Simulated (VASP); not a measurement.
# Cd2BiO2 (P-6m2) in VASP: further runs, part 2 of 2

VASP 6.6.1.

### 3 Single point, PBE

This run uses another cell than the first one, of 22.46 Å³/atom.

The input, INCAR:

```
PREC = Accurate
ENCUT = 520
EDIFF = 1E-6
ISMEAR = 0
SIGMA = 0.1
LREAL = False
LASPH = True
NELM = 80
ALGO = Normal
ISIF = 2
LWAVE = False
LCHARG = False
GGA = PE
NBANDS = 34
```

The input, KPOINTS:

```
Automatic mesh
0
Gamma
  6 6 2
```

The input, POSCAR:

```
Cd2BiO2
1.0
    4.0478390000      0.0000000000      0.0000000000
   -2.0239195000      3.5055314100      0.0000000000
    0.0000000000      0.0000000000      7.9154459700
Cd Bi O
2 1 2
Direct
    0.6666666700      0.3333333300      0.5000000000
    0.3333333300      0.6666666700      0.0000000000
    0.6666666700      0.3333333300      0.0000000000
    0.0000000000      0.0000000000      0.7055339800
    0.0000000000      0.0000000000      0.2944660200
```

Potentials or basis: VASP PAW PBE potentials, release 64 (Cd, Bi_d, O).

On the command line:

```console
$ cat potpaw_PBE.64/Cd/POTCAR potpaw_PBE.64/Bi_d/POTCAR potpaw_PBE.64/O/POTCAR > POTCAR
$ mpirun -np 1 vasp_std > vasp.out
```

OUTCAR:

```text
PREC = Accurate
   ENCUT = 520
   EDIFF = 1E-6
   ISMEAR = 0
   LREAL = False
   LASPH = True
   NELM = 80
   ISIF = 2
   GGA = PE

 ion  position               nearest neighbor table
   1  0.667  0.333  0.500-   4 2.85   5 2.85   4 2.85   5 2.85   4 2.85   5 2.85
   2  0.333  0.667  0.000-   3 2.34   3 2.34   3 2.34
   3  0.667  0.333  0.000-   2 2.34   2 2.34   2 2.34
   4  0.000  0.000  0.706-   1 2.85   1 2.85   1 2.85
   5  0.000  0.000  0.294-   1 2.85   1 2.85   1 2.85

  LATTYP: Found a hexagonal cell.
 ALAT       =     4.0478390000
 C/A-ratio  =     1.9554745063

  Lattice vectors:

 A1 = (   4.0478390000,   0.0000000000,   0.0000000000)
 A2 = (  -2.0239195000,   3.5055314100,   0.0000000000)
 A3 = (   0.0000000000,   0.0000000000,   7.9154459700)

Analysis of symmetry for initial positions (statically):
=====================================================================
 Subroutine PRICEL returns:
 Original cell was already a primitive cell.

 Routine SETGRP: Setting up the symmetry group for a
 hexagonal supercell.

 Subroutine GETGRP returns: Found 12 space group operations
 (whereof 12 operations were pure point group operations)
 out of a pool of 24 trial point group operations.

The static configuration has the point symmetry D_3h.

Analysis of symmetry for dynamics (positions and initial velocities):
=====================================================================
 Subroutine PRICEL returns:
 Original cell was already a primitive cell.

 Routine SETGRP: Setting up the symmetry group for a
 hexagonal supercell.

 Subroutine GETGRP returns: Found 12 space group operations
 (whereof 12 operations were pure point group operations)
 out of a pool of 24 trial point group operations.

The dynamic configuration has the point symmetry D_3h.

 Subroutine INISYM returns: Found 12 space group operations
 (whereof 12 operations are pure point group operations),
 and found     1 'primitive' translations

----------------------------------------------------------------------------------------

                                     Primitive cell

  volume of cell :     112.3188

  direct lattice vectors                    reciprocal lattice vectors
     4.047839000  0.000000000  0.000000000     0.247045399  0.142631727  0.000000000
    -2.023919500  3.505531410  0.000000000     0.000000000  0.285263455  0.000000000
     0.000000000  0.000000000  7.915445970     0.000000000  0.000000000  0.126335270

  length of vectors
     4.047839000  4.047839005  7.915445970     0.285263455  0.285263455  0.126335270

  position of ions in fractional coordinates (direct lattice)
     0.666666670  0.333333330  0.500000000
     0.333333330  0.666666670  0.000000000
     0.666666670  0.333333330  0.000000000
     0.000000000  0.000000000  0.705533980
     0.000000000  0.000000000  0.294466020

  ion indices of the primitive-cell ions
   primitive index   ion index
                 1           1
                 2           2
                 3           3
                 4           4
[... 25 lines left out ...]

 Found     14 irreducible k-points:

 Following reciprocal coordinates:
            Coordinates               Weight
  0.000000  0.000000  0.000000      1.000000
  0.166667  0.000000  0.000000      6.000000
  0.333333  0.000000  0.000000      6.000000
  0.500000  0.000000  0.000000      3.000000
  0.166667  0.166667  0.000000      6.000000
  0.333333  0.166667  0.000000     12.000000
  0.333333  0.333333  0.000000      2.000000
  0.000000  0.000000  0.500000      1.000000
  0.166667  0.000000  0.500000      6.000000
  0.333333  0.000000  0.500000      6.000000
  0.500000  0.000000  0.500000      3.000000
  0.166667  0.166667  0.500000      6.000000
  0.333333  0.166667  0.500000     12.000000
  0.333333  0.333333  0.500000      2.000000
   k-points           NKPTS =     14   k-points in BZ     NKDIM =     14   number of bands    NBANDS=     34
   number of dos      NEDOS =    301   number of ions     NIONS =      5
   total plane-waves  NPLWV =  54000
   dimension x,y,z NGX =    30 NGY =   30 NGZ =   60
   dimension x,y,z NGXF=    60 NGYF=   60 NGZF=  120
   ions per type =               2   1   2
   NGX,Y,Z   is equivalent  to a cutoff of  12.32, 12.32, 12.60 a.u.
   NGXF,Y,Z  is equivalent  to a cutoff of  24.64, 24.64, 25.20 a.u.
 SYSTEM =  unknown system
   PREC   = accura    normal or accurate (medium, high low for compatibility)
   ISTART =      0    job   : 0-new  1-cont  2-samecut
   ICHARG =      2    charge: 1-file 2-atom 10-const
   ISPIN  =      1    spin polarized calculation?
   LNONCOLLINEAR =      F non collinear calculations
   LSORBIT =      F    spin-orbit coupling
   LASPH  =      T    aspherical Exc in radial PAW
   ENCUT  =  520.0 eV  38.22 Ry    6.18 a.u.   7.53  7.53 14.72*2*pi/ulx,y,z
   NELM   =     80;   NELMIN=  2; NELMDL= -5     # of ELM steps
   EDIFF  = 0.1E-05   stopping-criterion for ELM
   LREAL  =      F    real-space projection
   EDIFFG = 0.1E-04   stopping-criterion for IOM
   NSW    =      0    number of steps for IOM
   IBRION =     -1    ionic relax: 0-MD 1-quasi-New 2-CG
   NFREE  =      0    steps in history (QN), initial steepest desc. (CG)
   ISIF   =      2    stress and relaxation
   ISYM   =      2    0-nonsym 1-usesym 2-fastsym
   POTIM  = 0.5000    time-step for ionic-motion
   TEBEG  =    0.0;   TEEND  =   0.0 temperature during run
   PSTRESS=    0.0 pullay stress
   NELECT =      51.0000    total number of electrons
   NUPDOWN=      -1.0000    fix difference up-down
   EMIN   =  10.00;   EMAX   =-10.00  energy-range for DOS
   EFERMI =   0.00;   METHOD = LEGACY
   ISMEAR =     0;   SIGMA  =   0.10  broadening in eV -4-tet -1-fermi 0-gaus
   EFERMI_NEDOS =   21; number of points for ismear=-14 and -15
   IALGO  =     38    algorithm
   IMIX   =      4    mixing-type and parameters
     AMIX     =   0.40;   BMIX     =  1.00
     AMIX_MAG =   1.60;   BMIX_MAG =  1.00
  volume/ion in A,a.u.               =      22.46       151.59
  Fermi-wavevector in a.u.,A,eV,Ry     =   1.258290  2.377823 21.542017  1.583294
  Thomas-Fermi vector in A             =   2.391907
   LORBIT       =      0    0 simple, 1 ext, 2 COOP (PROOUT), +10 PAW based schemes
   GGA     = PE    functional components
   LHFCALC =     F    Hartree Fock is set to
   AEXX    =    0.0000 exact exchange contribution
   IVDW    =     0    specifies the selected vdW correction
   LEPSILON=     F    determine dielectric tensor
   LRPA    =     F    only Hartree local field effects (RPA)
 non-spin polarized calculation
 Gauss-broadening in eV      SIGMA  =   0.10
  energy-cutoff  :      520.00
  volume of cell :      112.32
 maximum number of plane-waves:      3067
   NGX = 15   NGY = 15   NGZ = 29

 number of electron      51.0000027 magnetization

 Free energy of the ion-electron system (eV)
  ---------------------------------------------------
  ext. energy  EPLUGINS =         0.00000000
  ---------------------------------------------------
  free energy    TOTEN  =        -9.66392946 eV

  energy without entropy =       -9.64573884  energy(sigma->0) =       -9.65483415

 E-fermi :   1.6859     XC(G=0):  -9.4292

 val. band max:        1.6785176163   @ k =   0.5000   0.0000   0.5000
 cond. band min:       1.6995470507   @ k =   0.3333   0.1667   0.5000
 fundamental gap:      0.0210294344
 Fermi energy:         1.6858994102

 k-point     1 :       0.0000    0.0000    0.0000
  band No.  band energies     occupation
      1     -21.8115      2.00000
      2     -21.7848      2.00000
      3     -21.7848      2.00000
      4     -21.6612      2.00000
      5     -21.6612      2.00000
      6     -13.9747      2.00000
[... 507 lines left out ...]
     33      10.1781      0.00000
     34      11.4514      0.00000

------------------------ aborting loop because EDIFF is reached ----------------------------------------

  FORCE on cell =-STRESS in cart. coord.  units (eV):
  Direction    XX          YY          ZZ          XY          YZ          ZX
  --------------------------------------------------------------------------------------
  -------------------------------------------------------------------------------------
  Total       17.7550101     17.7550102    -10.2315621      0.0000000      0.0000000      0.0000000
  in kB      253.2672439    253.2672447   -145.9486377      0.0000000      0.0000000      0.0000000
  external PRESSURE =     120.1952836 kB  Pullay stress =       0.0000000 kB

 VOLUME and BASIS-vectors are now :
 -----------------------------------------------------------------------------
  energy-cutoff  :      520.00
  volume of cell :      112.32
      direct lattice vectors                 reciprocal lattice vectors
     4.047839000  0.000000000  0.000000000     0.247045399  0.142631727  0.000000000
    -2.023919500  3.505531410  0.000000000     0.000000000  0.285263455  0.000000000
     0.000000000  0.000000000  7.915445970     0.000000000  0.000000000  0.126335270

 POSITION                                       TOTAL-FORCE (eV/Angst)
 -----------------------------------------------------------------------------------
      2.02392      1.16851      3.95772         0.000000      0.000000     -0.000000
     -0.00000      2.33702      0.00000        -0.000000      0.000000     -0.000000
      2.02392      1.16851      0.00000         0.000000     -0.000000     -0.000000
      0.00000      0.00000      5.58462         0.000000      0.000000     -0.216868
      0.00000      0.00000      2.33083         0.000000      0.000000      0.216868
 -----------------------------------------------------------------------------------
    total drift:                               -0.000020      0.000012     -0.000000

  FREE ENERGIE OF THE ION-ELECTRON SYSTEM (eV)
  ---------------------------------------------------
  free  energy   TOTEN  =        -9.6639294622 eV

  energy  without entropy=       -9.6457388441  energy(sigma->0) =       -9.65483415
```

Wall time 36 s (1 thread of Oxide Virtual Turin-like, shared host); peak memory 0.21 GiB.

Results:

```
Free energy            : -9.6639 eV
Pressure               : 12.0 GPa
Largest force          : 0.217 eV/Å
Band gap on the k mesh : zero (an odd number of electrons rules out a gap without spin polarisation)
```

Forces on the atoms (eV/Å):
```
Cd   0.000  0.000  0.000
Cd   0.000  0.000  0.000
Bi   0.000  0.000  0.000
O    0.000  0.000 -0.217
O    0.000  0.000  0.217
```

Stress tensor (GPa, compression positive):
```
 25.33   0.00   0.00
  0.00  25.33   0.00
  0.00   0.00 -14.59
```

Caveat: the k points lie up to 0.40 Å⁻¹ apart, too coarse for converged energies and pressures of a metal; spin-orbit coupling is left out, which moves the levels of the heavy elements; an odd number of electrons without spin polarisation forces a metal; a magnetic or distorted state may lie lower.

The gap in the log of VASP goes by the Fermi energy; the results here count the filled bands.